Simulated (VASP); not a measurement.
A run of VASP 6.6.1 is set up as follows.

INCAR

```
SYSTEM = MoS2
  PREC = Accurate
  ENCUT = 500
  EDIFF = 1E-6
  ISMEAR = 0
  SIGMA = 0.05
  LREAL = .FALSE.
  LASPH = .TRUE.
  NELM = 120
  ALGO = Normal
  ISIF = 2
  LWAVE = .FALSE.
  LCHARG = .FALSE.
  GGA = PE
  IVDW = 12
  NBANDS = 20
  GGA_COMPAT = .FALSE.
```

Contents of KPOINTS:

```
regular mesh
0
G
  12 12 4
  0 0 0
```

Contents of POSCAR:

```
MoS2
1.0
    3.1219335931      0.0000000000      0.0000000000
   -1.5609667966      2.7036738005      0.0000000000
    0.0000000000      0.0000000000      6.7624203560
Mo S
1 2
Direct
    0.0000000000      0.0000000000      0.0000000000
    0.3333333333      0.6666666667      0.2483301274
    0.3333333333      0.6666666667      0.7516698726
```

Potentials or basis: VASP PAW PBE potentials, release 64 (Mo_sv, S).

Command:

```console
$ cat potpaw_PBE.64/Mo_sv/POTCAR potpaw_PBE.64/S/POTCAR > POTCAR
$ mpirun -np 1 vasp_std > vasp.out
```

Predict the dispersion energy per atom.

-0.397 eV.

Estimate the band gap on the k mesh.

1.11 eV, indirect (least direct gap 2.00 eV).

Forces on the atoms (eV/Å):
```
Mo   0.000  0.000  0.000
S    0.000  0.000 -1.759
S    0.000  0.000  1.759
```

Caveat: forces of over 1 eV/Å act on the atoms, so gaps and moduli don't describe the material at rest. A k mesh can miss the band edges.
